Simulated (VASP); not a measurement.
Wanted: the native input for a VASP 6.6.1 run.

- Task: single point
- Functional: PBE
- Potentials or basis: VASP PAW PBE potentials, release 64 (Na_pv, Cl)
- Cutoff: 520 eV
- k mesh: 4 × 4 × 4
- Occupations: gaussian, width 0.01 eV
- Spin: no spin polarisation
- Dipole correction: no
- Further INCAR settings: ALGO = Normal; EDIFF = 1e-06; NBANDS = 14

The structure of NaCl lies in POSCAR:

```
NaCl
1.0
    0.0000000000      3.0872727977      3.0872727977
    3.0872727977      0.0000000000      3.0872727977
    3.0872727977      3.0872727977      0.0000000000
Na Cl
1 1
Direct
    0.0000000000      0.0000000000      0.0000000000
    0.2500000000      0.2500000000      0.2500000000
```

These files were run (other wordings do the same):

INCAR

```
SYSTEM = NaCl
PREC = Accurate
ENCUT = 520
EDIFF = 1E-6
ISMEAR = 0
SIGMA = 0.01
LREAL = .FALSE.
LASPH = .TRUE.
NELM = 60
ALGO = Normal
ISIF = 2
LWAVE = .FALSE.
LCHARG = .FALSE.
GGA = PE
NBANDS = 14
```

KPOINTS

```
regular mesh
0
G
  4 4 4
  0 0 0
```

Potentials or basis: VASP PAW PBE potentials, release 64 (Na_pv, Cl).

The run is started by

```bash
$ cat potpaw_PBE.64/Na_pv/POTCAR potpaw_PBE.64/Cl/POTCAR > POTCAR
$ mpirun -np 1 vasp_std > vasp.out
```

Results of the run:

The pressure is 0.7 GPa and the band gap on the k mesh is 4.94 eV, direct.

Caveat: the k points lie up to 0.44 Å⁻¹ apart.

Run time: 7.4 s on 1 thread of Intel(R) Xeon(R) Platinum 8488C (Sapphire Rapids), on a shared host, peak memory 0.16 GiB.
